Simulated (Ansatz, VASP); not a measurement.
One calculation of MgO, two programs

```
CELL_PARAMETERS angstrom
0.00000 2.09700 2.09700
2.09700 0.00000 2.09700
2.09700 2.09700 0.00000
ATOMIC_POSITIONS crystal
Mg 0.00000 0.00000 0.00000
O 0.50000 0.50000 0.50000
```

Alike in both runs: functional LDA; k mesh 11 × 11 × 11; no spin polarisation.

|  | VASP | Ansatz |
| --- | --- | --- |
| version | VASP 6.6.1 | Ansatz 0.2.0 |
| potentials or method | VASP PAW LDA potentials, release 64 (Mg, O) | JTH PAW LDA |
| plane-wave cutoff (eV) | 600 | 1380 |
| occupations | gaussian, width 0.01 eV | fixed |
| valence electrons in the cell | 8 | 16 |
| task | single point | optical spectrum |

Ansatz gave:

* gap on the k mesh at the Fermi level (eV): 4.79
* least direct gap on the mesh (eV): 4.79

Question: Estimate VASP's values.

Answer: gap on the k mesh at the Fermi level (eV): 4.78; least direct gap on the mesh (eV): 4.78.

LDA's correlation is that of Perdew and Zunger in VASP and of Perdew and Wang (1992) in Ansatz. VASP's potentials hold 8 valence electrons a cell and Ansatz's 16, so a difference there can come from the potentials and not from the codes.

Noted on Ansatz's run: odd divisions of the mesh miss points on the zone boundary, where band edges often lie, so the gap on the mesh can be too wide.
